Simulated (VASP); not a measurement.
Write the native input for VASP 6.6.1 that does the following.

| Property | Result |
| --- | --- |
| Task | single point |
| Functional | PBE |
| Potentials or basis | VASP PAW PBE potentials, release 64 (K_sv, Mg, F) |
| Cutoff | 520 eV |
| k mesh | 6 × 6 × 6 |
| Occupations | gaussian, width 0.05 eV |
| Spin | no spin polarisation |
| Dipole correction | no |
| Further INCAR settings | ALGO = Normal; EDIFF = 1e-07; NBANDS = 24 |

The structure of KMgF3 lies in POSCAR:

```
KMgF3
1.0
    3.9859000000      0.0000000000      0.0000000000
    0.0000000000      3.9859000000      0.0000000000
    0.0000000000      0.0000000000      3.8264640000
K Mg F
1 1 3
Direct
    0.5000000000      0.5000000000      0.5000000000
    0.0000000000      0.0000000000      0.0000000000
    0.5000000000      0.0000000000      0.0000000000
    0.0000000000      0.5000000000      0.0000000000
    0.0000000000      0.0000000000      0.5000000000
```

This cell differs from its parent crystal: strain +0.000 along x and y, -0.040 along z.

These files were run (other wordings do the same):

INCAR

```
PREC = Accurate
ENCUT = 520
EDIFF = 1E-7
ISMEAR = 0
SIGMA = 0.05
LREAL = False
LASPH = True
NELM = 80
ALGO = Normal
ISIF = 2
LWAVE = False
LCHARG = True
GGA = PE
LELF = True
LVHAR = True
NBANDS = 24
```

KPOINTS

```
Automatic mesh
0
Gamma
  6 6 6
```

Potentials or basis: VASP PAW PBE potentials, release 64 (K_sv, Mg, F).

Command:

```sh
$ cat potpaw_PBE.64/K_sv/POTCAR potpaw_PBE.64/Mg/POTCAR potpaw_PBE.64/F/POTCAR > POTCAR
$ mpirun -np 1 vasp_std > vasp.out
```

Results of the run:

The pressure is 7.3 GPa and the band gap on the k mesh is 7.61 eV (least direct gap 7.93 eV).

Caveat: the cell differs from its parent crystal (strain +0.000 along x and y, -0.040 along z); the cell stands under pressure.

Run time: 61 s on 1 thread of Intel(R) Xeon(R) Platinum 8259CL CPU @ 2.50GHz (Skylake/Cascade Lake), on a shared host, peak memory 0.2 GiB.
